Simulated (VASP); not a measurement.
NbCu, 2 atoms in the cell. Symmetry: Fm-3m, No. 225, cubic system. The conventional cell has a = 5.124 Å, b = 5.124 Å, c = 5.124 Å, α = 90.00°, β = 90.00°, γ = 90.00°. Nb (site symmetry m-3m) has 6 Cu at 2.56 Å within 3.4 Å. Cu (site symmetry m-3m) has 6 Nb at 2.56 Å within 3.4 Å. 

| Property | Result |
| --- | --- |
| Program | VASP 6.6.1 |
| Task | relaxation of cell and atoms |
| Functional | PBEsol |
| Potentials or basis | VASP PAW PBE potentials, release 64 (Nb_sv, Cu) |
| Cutoff | 600 eV |
| k mesh | 9 × 9 × 9 |
| Occupations | fermi-dirac, width 0.05 eV |
| Spin | no spin polarisation |
| Dipole correction | no |
| Further INCAR settings | ALGO = Normal; EDIFF = 1e-06; IBRION = 2; EDIFFG = -0.01; NSW = 60; ISIF = 3 |

Potentials or basis: VASP PAW PBE potentials, release 64 (Nb_sv, Cu).

Run with:

```console
$ cat potpaw_PBE.64/Nb_sv/POTCAR potpaw_PBE.64/Cu/POTCAR > POTCAR
$ mpirun -np 1 vasp_std > vasp.out
```

Hardware: 1 thread of Intel(R) Xeon(R) 6975P-C (Granite Rapids) (shared host).

Estimate the wall time of this run.

Wall time 46 s on 1 thread of Intel(R) Xeon(R) 6975P-C (Granite Rapids), on a shared host, peak memory 0.18 GiB. Counts: scf iterations 40, k points 35, ion steps 3.
